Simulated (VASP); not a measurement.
# BN in VASP: relaxation of the atoms with PBEsol

Aim: the relaxation of the atoms of BN with PBEsol.

All numbers are computed with VASP 6.6.1; they aren't measurements. Logs are shortened: lines on timing, memory, paths and dates and some standing lists are left out, and cuts for length are marked.

### Step 1. The cell of the first run

The cell holds a disordered packing, 64 atoms: a = 7.789 Å, b = 7.789 Å, c = 7.789 Å, α = 90.00°, β = 90.00°, γ = 90.00°.

### Step 2. Relaxation of the atoms, PBEsol

INCAR

```
SYSTEM = BN
ALGO = Normal
EDIFF = 1E-6
EDIFFG = -0.03
ENCUT = 520
GGA = PS
IBRION = 2
ISIF = 2
ISMEAR = -1
LASPH = .True.
LCHARG = .False.
LREAL = Auto
LWAVE = .False.
NELM = 80
NSW = 100
PREC = Accurate
SIGMA = 0.05
```

KPOINTS

```
k-points
0
Gamma
  1 1 1
  0 0 0
```

POSCAR

```
BN
1.0
    7.7885180000      0.0000000000      0.0000000000
    0.0000000000      7.7885180000      0.0000000000
    0.0000000000      0.0000000000      7.7885180000
B N
32 32
Direct
    0.9250280000      0.0246430000      0.9129240000
    0.7407390000      0.8674520000      0.6846340000
    0.2696470000      0.1816960000      0.1985290000
    0.0245350000      0.5811340000      0.6478300000
    0.7486530000      0.0506110000      0.1251200000
    0.6358580000      0.9583940000      0.4088070000
    0.4477320000      0.5106240000      0.2941810000
    0.3191460000      0.6942680000      0.5469870000
    0.5044480000      0.3101640000      0.0399800000
    0.2542750000      0.3871660000      0.5369300000
    0.3098340000      0.0432530000      0.9562330000
    0.3173760000      0.8403880000      0.2466100000
    0.5525160000      0.1829550000      0.2737120000
    0.9913280000      0.2951920000      0.7265760000
    0.6095190000      0.7848410000      0.9310540000
    0.6065450000      0.7891440000      0.1401490000
    0.0205780000      0.2067680000      0.3967110000
    0.1070050000      0.8688820000      0.7469210000
    0.1321240000      0.5801620000      0.2980610000
    0.4623960000      0.2294980000      0.7265010000
    0.7636000000      0.6455410000      0.4189300000
    0.4449700000      0.8270550000      0.7752570000
    0.7536310000      0.5162080000      0.2147440000
    0.5553070000      0.5352510000      0.7688000000
    0.0093170000      0.3604230000      0.0978510000
    0.2493570000      0.4952860000      0.8582120000
    0.9330630000      0.8226220000      0.1834880000
    0.8712750000      0.6594340000      0.7909770000
    0.6760830000      0.3162630000      0.5138310000
    0.2637790000      0.0476800000      0.5361360000
    0.3827420000      0.6516720000      0.0065070000
    0.0851020000      0.8611090000      0.4514540000
    0.9047500000      0.9772430000      0.0928360000
    0.0830880000      0.0404980000      0.4788170000
    0.0768800000      0.7555430000      0.2793140000
    0.9118570000      0.8880770000      0.7787130000
    0.8193850000      0.3780610000      0.1439230000
    0.6270230000      0.1428430000      0.4458980000
    0.4318800000      0.4788940000      0.9332260000
    0.4341870000      0.6717320000      0.6826660000
    0.4094710000      0.3090480000      0.2157430000
    0.2908810000      0.5325740000      0.4180770000
    0.6147530000      0.9707050000      0.2237150000
    0.3660580000      0.8621220000      0.4408800000
    0.6740530000      0.2399770000      0.1212610000
    0.1410790000      0.4316160000      0.7008160000
    0.7755420000      0.7132950000      0.2043250000
    0.6122950000      0.9180300000      0.7993080000
    0.3216710000      0.2266190000      0.5872030000
    0.4308570000      0.1768050000      0.9019850000
    0.4325030000      0.6780870000      0.1833150000
    0.1743740000      0.6390400000      0.9711220000
    0.1224890000      0.5207220000      0.1083670000
    0.9241600000      0.3229360000      0.5183820000
    0.6361570000      0.4772820000      0.3955930000
    0.7160080000      0.6382810000      0.8681210000
    0.1258330000      0.7484790000      0.5978100000
    0.9518180000      0.2043560000      0.8723590000
    0.0932950000      0.2401310000      0.2394990000
    0.2612010000      0.9463200000      0.7942100000
    0.9521760000      0.5122410000      0.4737950000
    0.6020910000      0.3555480000      0.6862150000
    0.7475120000      0.8233030000      0.4912510000
    0.2872150000      0.0056920000      0.1361280000
```

Potentials or basis: VASP PAW PBE potentials, release 64 (B, N).

On the command line:

```bash
$ cat potpaw_PBE.64/B/POTCAR potpaw_PBE.64/N/POTCAR > POTCAR
$ mpirun -np 1 vasp_gam > vasp.out
```

OUTCAR:

```text
SYSTEM = BN
   EDIFF = 1E-6
   EDIFFG = -0.03
   ENCUT = 520
   GGA = PS
   IBRION = 2
   ISIF = 2
   ISMEAR = -1
   LASPH = .True.
   LREAL = Auto
   NELM = 80
   NSW = 100
   PREC = Accurate

 ion  position               nearest neighbor table
   1  0.925  0.025  0.913-  58 1.45  33 1.46  36 1.49   5 2.16
   2  0.741  0.867  0.685-  48 1.40  36 1.53  63 1.55  28 2.08
   3  0.270  0.182  0.199-  64 1.46  41 1.48  59 1.48
   4  0.025  0.581  0.648-  46 1.53  61 1.56  57 1.57  28 1.74
   5  0.749  0.051  0.125-  33 1.37  43 1.44  45 1.59   1 2.16
   6  0.636  0.958  0.409-  43 1.45  38 1.47  63 1.51  13 2.14
   7  0.448  0.511  0.294-  42 1.57  51 1.57  55 1.69  41 1.71
   8  0.319  0.694  0.547-  40 1.40  44 1.59  57 1.61  42 1.63
   9  0.504  0.310  0.040-  41 1.56  45 1.56  50 1.60  39 1.65  13 2.11
  10  0.254  0.387  0.537-  49 1.41  42 1.49  46 1.59
  11  0.310  0.043  0.956-  64 1.44  50 1.47  60 1.52
  12  0.317  0.840  0.247-  64 1.57  44 1.57  51 1.63
  13  0.553  0.183  0.274-  38 1.49  41 1.55  45 1.58  43 1.77   9 2.11   6 2.14
  14  0.991  0.295  0.727-  58 1.37  46 1.59  54 1.72
  15  0.610  0.785  0.931-  48 1.46  56 1.49  16 1.63  22 1.80  31 2.13
  16  0.607  0.789  0.140-  47 1.53  43 1.56  15 1.63  51 1.64
  17  0.021  0.207  0.397-  59 1.37  54 1.51  34 1.52
  18  0.107  0.869  0.747-  60 1.39  57 1.50  36 1.55
  19  0.132  0.580  0.298-  35 1.44  53 1.55  42 1.59
  20  0.462  0.229  0.727-  50 1.45  62 1.50  49 1.54
  21  0.764  0.646  0.419-  63 1.50  55 1.65  47 1.76  61 1.85  23 1.88
  22  0.445  0.827  0.775-  40 1.41  48 1.50  60 1.71  15 1.80
  23  0.754  0.516  0.215-  37 1.31  47 1.55  55 1.71  21 1.88
  24  0.555  0.535  0.769-  40 1.57  62 1.58  39 1.66  56 1.68
  25  0.009  0.360  0.098-  37 1.53  53 1.53  59 1.59
  26  0.249  0.495  0.858-  52 1.54  39 1.54  46 1.57  31 1.97
  27  0.933  0.823  0.183-  33 1.41  35 1.44  47 1.50
  28  0.871  0.659  0.791-  56 1.36   4 1.74  36 1.81   2 2.08
  29  0.676  0.316  0.514-  62 1.49  38 1.50  55 1.59  54 1.93
  30  0.264  0.048  0.536-  34 1.48  49 1.52  44 1.81  32 2.12
[... 12 lines left out ...]
  43  0.615  0.971  0.224-   5 1.44   6 1.45  16 1.56  13 1.77
  44  0.366  0.862  0.441-  12 1.57   8 1.59  30 1.81
  45  0.674  0.240  0.121-   9 1.56  37 1.57  13 1.58   5 1.59
  46  0.141  0.432  0.701-   4 1.53  26 1.57  10 1.59  14 1.59
  47  0.776  0.713  0.204-  27 1.50  16 1.53  23 1.55  21 1.76
  48  0.612  0.918  0.799-   2 1.40  15 1.46  22 1.50
  49  0.322  0.227  0.587-  10 1.41  30 1.52  20 1.54
  50  0.431  0.177  0.902-  20 1.45  11 1.47   9 1.60
  51  0.433  0.678  0.183-  31 1.45   7 1.57  12 1.63  16 1.64
  52  0.174  0.639  0.971-  53 1.47  26 1.54  31 1.65
  53  0.122  0.521  0.108-  52 1.47  25 1.53  19 1.55
  54  0.924  0.323  0.518-  17 1.51  61 1.53  14 1.72  29 1.93
  55  0.636  0.477  0.396-  29 1.59  21 1.65   7 1.69  23 1.71
  56  0.716  0.638  0.868-  28 1.36  15 1.49  24 1.68
  57  0.126  0.748  0.598-  32 1.47  18 1.50   4 1.57   8 1.61
  58  0.952  0.204  0.872-  14 1.37   1 1.45
  59  0.093  0.240  0.239-  17 1.37   3 1.48  25 1.59
  60  0.261  0.946  0.794-  18 1.39  11 1.52  22 1.71
  61  0.952  0.512  0.474-  54 1.53   4 1.56  21 1.85
  62  0.602  0.356  0.686-  29 1.49  20 1.50  24 1.58
  63  0.748  0.823  0.491-  21 1.50   6 1.51   2 1.55
  64  0.287  0.006  0.136-  11 1.44   3 1.46  12 1.57

  LATTYP: Found a simple cubic cell.
 ALAT       =     7.7885180000

  Lattice vectors:

 A1 = (   7.7885180000,   0.0000000000,   0.0000000000)
 A2 = (   0.0000000000,   7.7885180000,   0.0000000000)
 A3 = (   0.0000000000,   0.0000000000,   7.7885180000)

Analysis of symmetry for initial positions (statically):
=====================================================================
 Subroutine PRICEL returns:
 Original cell was already a primitive cell.

 Routine SETGRP: Setting up the symmetry group for a
 simple cubic supercell.

 Subroutine GETGRP returns: Found  1 space group operations
 (whereof  1 operations were pure point group operations)
 out of a pool of 48 trial point group operations.

The static configuration has the point symmetry C_1 .

Analysis of symmetry for dynamics (positions and initial velocities):
=====================================================================
 Subroutine PRICEL returns:
 Original cell was already a primitive cell.

 Routine SETGRP: Setting up the symmetry group for a
 simple cubic supercell.

 Subroutine GETGRP returns: Found  1 space group operations
 (whereof  1 operations were pure point group operations)
 out of a pool of 48 trial point group operations.
[... 187 lines left out ...]
   dimension x,y,z NGXF=   120 NGYF=  120 NGZF=  120
   ions per type =              32  32
   NGX,Y,Z   is equivalent  to a cutoff of  12.81, 12.81, 12.81 a.u.
   NGXF,Y,Z  is equivalent  to a cutoff of  25.61, 25.61, 25.61 a.u.
 SYSTEM =  BN
   PREC   = accura    normal or accurate (medium, high low for compatibility)
   ISTART =      0    job   : 0-new  1-cont  2-samecut
   ICHARG =      2    charge: 1-file 2-atom 10-const
   ISPIN  =      1    spin polarized calculation?
   LNONCOLLINEAR =      F non collinear calculations
   LSORBIT =      F    spin-orbit coupling
   LASPH  =      T    aspherical Exc in radial PAW
   ENCUT  =  520.0 eV  38.22 Ry    6.18 a.u.  14.48 14.48 14.48*2*pi/ulx,y,z
   NELM   =     80;   NELMIN=  2; NELMDL= -5     # of ELM steps
   EDIFF  = 0.1E-05   stopping-criterion for ELM
   LREAL  =      T    real-space projection
   EDIFFG = -.3E-01   stopping-criterion for IOM
   NSW    =    100    number of steps for IOM
   IBRION =      2    ionic relax: 0-MD 1-quasi-New 2-CG
   NFREE  =      1    steps in history (QN), initial steepest desc. (CG)
   ISIF   =      2    stress and relaxation
   ISYM   =      2    0-nonsym 1-usesym 2-fastsym
   POTIM  = 0.5000    time-step for ionic-motion
   TEBEG  =    0.0;   TEEND  =   0.0 temperature during run
   PSTRESS=    0.0 pullay stress
   NELECT =     256.0000    total number of electrons
   NUPDOWN=      -1.0000    fix difference up-down
   EMIN   =  10.00;   EMAX   =-10.00  energy-range for DOS
   EFERMI =   0.00;   METHOD = LEGACY
   ISMEAR =    -1;   SIGMA  =   0.05  broadening in eV -4-tet -1-fermi 0-gaus
   EFERMI_NEDOS =   21; number of points for ismear=-14 and -15
   IALGO  =     38    algorithm
   IMIX   =      4    mixing-type and parameters
     AMIX     =   0.40;   BMIX     =  1.00
     AMIX_MAG =   1.60;   BMIX_MAG =  1.00
  volume/ion in A,a.u.               =       7.38        49.82
  Fermi-wavevector in a.u.,A,eV,Ry     =   1.334648  2.522119 24.235848  1.781285
  Thomas-Fermi vector in A             =   2.463413
   LORBIT       =      0    0 simple, 1 ext, 2 COOP (PROOUT), +10 PAW based schemes
   GGA     = PS    functional components
   LHFCALC =     F    Hartree Fock is set to
   AEXX    =    0.0000 exact exchange contribution
   IVDW    =     0    specifies the selected vdW correction
   LEPSILON=     F    determine dielectric tensor
   LRPA    =     F    only Hartree local field effects (RPA)
 conjugate gradient relaxation of ions
 non-spin polarized calculation
  energy-cutoff  :      520.00
  volume of cell :      472.46
 maximum number of plane-waves:      6399
 NGX is ok and might be reduce to    60
   NGX = 29   NGY = 29   NGZ = 29

--------------------------------------- Ionic step        1  -------------------------------------------

 number of electron     256.0000003 magnetization

 Free energy of the ion-electron system (eV)
  ---------------------------------------------------
  ext. energy  EPLUGINS =         0.00000000
  ---------------------------------------------------
  free energy    TOTEN  =      -530.08365542 eV

  energy without entropy =     -530.08363226  energy(sigma->0) =     -530.08364384

------------------------ aborting loop because EDIFF is reached ----------------------------------------

  FORCE on cell =-STRESS in cart. coord.  units (eV):
  Direction    XX          YY          ZZ          XY          YZ          ZX
  --------------------------------------------------------------------------------------
  -------------------------------------------------------------------------------------
  Total      -12.0705569    -30.7163980      4.8128508      2.4583821     22.6551567    -10.1079090
  in kB      -40.9329839   -104.1636969     16.3210653      8.3367251     76.8268753    -34.2773644
  external PRESSURE =     -42.9252052 kB  Pullay stress =       0.0000000 kB
[... 275 lines left out ...]
  FREE ENERGIE OF THE ION-ELECTRON SYSTEM (eV)
  ---------------------------------------------------
  free  energy   TOTEN  =      -534.4418200720 eV

  energy  without entropy=     -534.4417796244  energy(sigma->0) =     -534.44179985

[... ionic steps 4 to 65 ...]

--------------------------------------- Ionic step       66  -------------------------------------------

 number of electron     255.9999998 magnetization

------------------------ aborting loop because EDIFF is reached ----------------------------------------
[... 191 lines left out ...]
--------------------------------------- Ionic step       68  -------------------------------------------

 number of electron     255.9999998 magnetization

 Free energy of the ion-electron system (eV)
  ---------------------------------------------------
  ext. energy  EPLUGINS =         0.00000000
  ---------------------------------------------------
  free energy    TOTEN  =      -539.18016606 eV

  energy without entropy =     -539.18016521  energy(sigma->0) =     -539.18016563

 E-fermi :   6.2262     XC(G=0): -11.6182

 val. band max:        5.4685647527   @ k =   0.0000   0.0000   0.0000
 cond. band min:       6.9836071895   @ k =   0.0000   0.0000   0.0000
 fundamental gap:      1.5150424369
 Fermi energy:         6.2262016523

 k-point     1 :       0.0000    0.0000    0.0000
  band No.  band energies     occupation
      1     -15.2634      2.00000
      2     -14.7368      2.00000
      3     -14.1471      2.00000
      4     -13.9832      2.00000
      5     -13.5842      2.00000
      6     -13.4332      2.00000
[... 132 lines left out ...]
    139       9.7579      0.00000
    140       9.8095      0.00000
 [bands above 140 left out]

------------------------ aborting loop because EDIFF is reached ----------------------------------------

  FORCE on cell =-STRESS in cart. coord.  units (eV):
  Direction    XX          YY          ZZ          XY          YZ          ZX
  --------------------------------------------------------------------------------------
  -------------------------------------------------------------------------------------
  Total      -14.5726386    -14.1151228     12.9848031      7.5421919     18.9291362     -2.5434685
  in kB      -49.4179007    -47.8663993     44.0333236     25.5766511     64.1914069     -8.6252653
  external PRESSURE =     -17.7503255 kB  Pullay stress =       0.0000000 kB
[... 79 lines left out ...]
  FREE ENERGIE OF THE ION-ELECTRON SYSTEM (eV)
  ---------------------------------------------------
  free  energy   TOTEN  =      -539.1801660610 eV

  energy  without entropy=     -539.1801652081  energy(sigma->0) =     -539.18016563

 reached required accuracy - stopping structural energy minimisation
```

Run time: 58 min. Hardware: 1 thread of Intel Xeon 6975P-C (Granite Rapids), shared host; peak memory 0.53 GiB.

What came out:

| Item | Value |
| --- | --- |
| Free energy | -539.1802 eV |
| Energy gained by relaxing | 142.1 meV/atom |
| Ionic steps | 68 |
| Pressure after relaxing | -1.8 GPa |
| Largest force after relaxing | 0.030 eV/Å |
| Band gap on the k mesh | 1.51 eV |

Forces in eV/Å, atoms in the order of the input:
```
B   -0.003 -0.005  0.004
B   -0.001 -0.002 -0.008
B    0.002  0.006  0.001
B    0.006  0.005  0.000
B    0.000  0.001  0.001
B    0.001 -0.010 -0.004
B   -0.010  0.000 -0.003
B    0.000  0.001 -0.003
B    0.002  0.005  0.000
B   -0.001 -0.002  0.004
B    0.003  0.000 -0.007
B    0.004  0.006  0.006
B   -0.002 -0.008  0.003
B   -0.002 -0.017  0.007
B   -0.004  0.000  0.005
B    0.009  0.000 -0.002
B    0.006  0.003  0.000
B   -0.010 -0.007 -0.006
B   -0.006 -0.001  0.002
B    0.001  0.001  0.003
B   -0.010 -0.004  0.000
B   -0.006 -0.003 -0.006
B   -0.004  0.004 -0.003
B    0.007  0.006  0.000
B   -0.001  0.003  0.006
B    0.002  0.000  0.011
B   -0.005  0.008 -0.003
B    0.011  0.002 -0.002
B   -0.004 -0.007  0.004
B    0.003 -0.006 -0.005
B    0.001  0.007 -0.007
B    0.000 -0.003 -0.003
N    0.007 -0.001  0.006
N    0.011  0.004 -0.010
N    0.006  0.005 -0.008
N    0.004 -0.009  0.003
N    0.001 -0.009 -0.001
N   -0.001  0.010  0.000
N    0.006 -0.002  0.003
N   -0.001 -0.007  0.004
N    0.003  0.003  0.010
N   -0.007  0.004  0.000
N    0.002  0.000 -0.002
N   -0.002 -0.008  0.001
N   -0.001  0.007 -0.002
N    0.001  0.005  0.007
N   -0.002 -0.006  0.006
N   -0.009  0.002 -0.013
N    0.003 -0.004  0.006
N   -0.009  0.007  0.011
N    0.007  0.008 -0.006
N   -0.002 -0.006 -0.002
N   -0.004  0.006  0.004
N   -0.002 -0.013  0.001
N   -0.002 -0.004  0.000
N   -0.013 -0.003  0.005
N   -0.005 -0.002 -0.002
N    0.007  0.019 -0.022
N    0.009  0.000  0.011
N    0.005  0.007  0.003
N    0.006 -0.003 -0.005
N   -0.003  0.000  0.001
N   -0.004  0.002 -0.001
N    0.000  0.001 -0.001
```

The path:
| step | energy change (eV) | largest force (eV/Å) | pressure (GPa) |
| --- | --- | --- | --- |
| 1 | 0.0000 | 5.0400 | -4.29 |
| 3 | -4.3582 | 4.9922 | -6.74 |
| 5 | -6.0711 | 2.3273 | -6.09 |
| 7 | -6.8458 | 1.1420 | -5.75 |
| 9 | -7.3296 | 1.3035 | -5.66 |
| 11 | -7.7358 | 1.1371 | -5.75 |
| 13 | -8.0909 | 0.8628 | -5.70 |
| 15 | -8.3085 | 0.8034 | -5.36 |
| 17 | -8.4434 | 0.8314 | -5.18 |
| 19 | -8.5391 | 0.6697 | -4.93 |
| 21 | -8.5965 | 0.4824 | -4.70 |
| 23 | -8.6575 | 0.5794 | -4.34 |
| 25 | -8.7361 | 0.4872 | -3.83 |
| 27 | -8.7859 | 0.3757 | -3.45 |
| 29 | -8.8304 | 0.6168 | -3.05 |
| 31 | -8.8782 | 0.6375 | -2.67 |
| 33 | -8.9335 | 0.6676 | -2.44 |
| 35 | -8.9754 | 0.4720 | -2.27 |
| 37 | -9.0097 | 0.5937 | -2.20 |
| 39 | -9.0370 | 0.5075 | -2.14 |
| 41 | -9.0566 | 0.4328 | -2.14 |
| 43 | -9.0683 | 0.3053 | -2.07 |
| 45 | -9.0756 | 0.2173 | -2.02 |
| 47 | -9.0807 | 0.1952 | -1.96 |
| 49 | -9.0843 | 0.1453 | -1.91 |
| 51 | -9.0875 | 0.1161 | -1.87 |
| 53 | -9.0902 | 0.1021 | -1.83 |
| 55 | -9.0919 | 0.0880 | -1.80 |
| 57 | -9.0930 | 0.1196 | -1.78 |
| 59 | -9.0940 | 0.0978 | -1.77 |
| 61 | -9.0950 | 0.0733 | -1.79 |
| 63 | -9.0957 | 0.0876 | -1.78 |
| 65 | -9.0961 | 0.0673 | -1.79 |
| 67 | -9.0963 | 0.0453 | -1.79 |
| 68 | -9.0965 | 0.0299 | -1.78 |

Final structure:
```
B N
1.0
     7.78852    0.00000    0.00000
     0.00000    7.78852    0.00000
     0.00000    0.00000    7.78852
B N
32 32
Direct
  0.93355 0.02261 0.90523
  0.73719 0.86090 0.68852
  0.26318 0.18425 0.21660
  0.01341 0.58544 0.64014
  0.77936 0.05039 0.13506
  0.67000 0.97849 0.41446
  0.44836 0.51164 0.30584
  0.30441 0.69752 0.54351
  0.42720 0.32498 0.01659
  0.25938 0.37994 0.55387
  0.30607 0.04199 0.95562
  0.29906 0.84797 0.25017
  0.58622 0.18274 0.25270
  0.99567 0.30510 0.72015
  0.60471 0.78380 0.93242
  0.61263 0.79143 0.14801
  0.00077 0.20141 0.41354
  0.10429 0.85513 0.74629
  0.13574 0.57248 0.29550
  0.45336 0.23158 0.71638
  0.76983 0.65371 0.41751
  0.42209 0.81668 0.80131
  0.75424 0.50778 0.21646
  0.56262 0.51807 0.78099
  0.01711 0.37000 0.13062
  0.26761 0.53865 0.82401
  0.94609 0.79635 0.16678
  0.87403 0.66507 0.79333
  0.68009 0.32785 0.51584
  0.25163 0.04900 0.52323
  0.39288 0.66549 0.01207
  0.10664 0.85977 0.44423
  0.92605 0.95824 0.08084
  0.06746 0.04237 0.48431
  0.10113 0.76206 0.27404
  0.91776 0.87052 0.78521
  0.82733 0.37557 0.11994
  0.63927 0.15858 0.43744
  0.44031 0.48973 0.93587
  0.39580 0.65055 0.70304
  0.42131 0.30395 0.20848
  0.29044 0.52666 0.42495
  0.63350 0.96887 0.22523
  0.32222 0.87899 0.44601
  0.73243 0.22321 0.12989
  0.14417 0.43492 0.69895
  0.78949 0.69309 0.21439
  0.59016 0.91520 0.78761
  0.33185 0.20727 0.56786
  0.39753 0.19201 0.89573
  0.43541 0.69566 0.19897
  0.18095 0.63073 0.97520
  0.14265 0.50496 0.11052
  0.89548 0.34011 0.52322
  0.63718 0.48966 0.37288
  0.70353 0.63587 0.84062
  0.11985 0.73897 0.59868
  0.96679 0.18809 0.84524
  0.08853 0.25219 0.26080
  0.25595 0.92308 0.81872
  0.93641 0.52498 0.47055
  0.58614 0.35884 0.68121
  0.73425 0.82561 0.50422
  0.28933 0.01312 0.14191
```

Caveat: the k points lie up to 0.81 Å⁻¹ apart; the PAW data sets were made with another functional, which shifts forces and pressure a little.
